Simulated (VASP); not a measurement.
A run of VASP 6.6.1 is set up as follows.

File INCAR:

```
PREC = Accurate ; ENCUT = 520
EDIFF = 1E-6 ; ISMEAR = -1
SIGMA = 0.05 ; LREAL = F
LASPH = T ; NELM = 100
ALGO = Normal ; ISIF = 2
LWAVE = F ; LCHARG = T
GGA = CA ; LELF = T
LVHAR = T ; NBANDS = 16
```

The input KPOINTS:

```
Automatic mesh
0
Gamma
  14 14 14
```

POSCAR

```
CdS
1.0
    0.0000000000      2.5583567417      2.5583567417
    2.5583567417      0.0000000000      2.5583567417
    2.5583567417      2.5583567417      0.0000000000
Cd S
1 1
Direct
    0.0000000000      0.0000000000      0.0000000000
    0.5000000000      0.5000000000      0.5000000000
```

Potentials or basis: VASP PAW LDA potentials, release 64 (Cd, S).

Launch:

```bash
$ cat potpaw_LDA.64/Cd/POTCAR potpaw_LDA.64/S/POTCAR > POTCAR
$ mpirun -np 1 vasp_std > vasp.out
```

Problem. Estimate the pressure.

Solution. 17.3 GPa.

Problem. Predict the band gap on the k mesh.

Solution. Zero (bands 9 and 10 overlap by 0.10 eV).

Caveat: the cell stands under pressure; semilocal functionals underestimate gaps, so a narrow gap can read as zero.
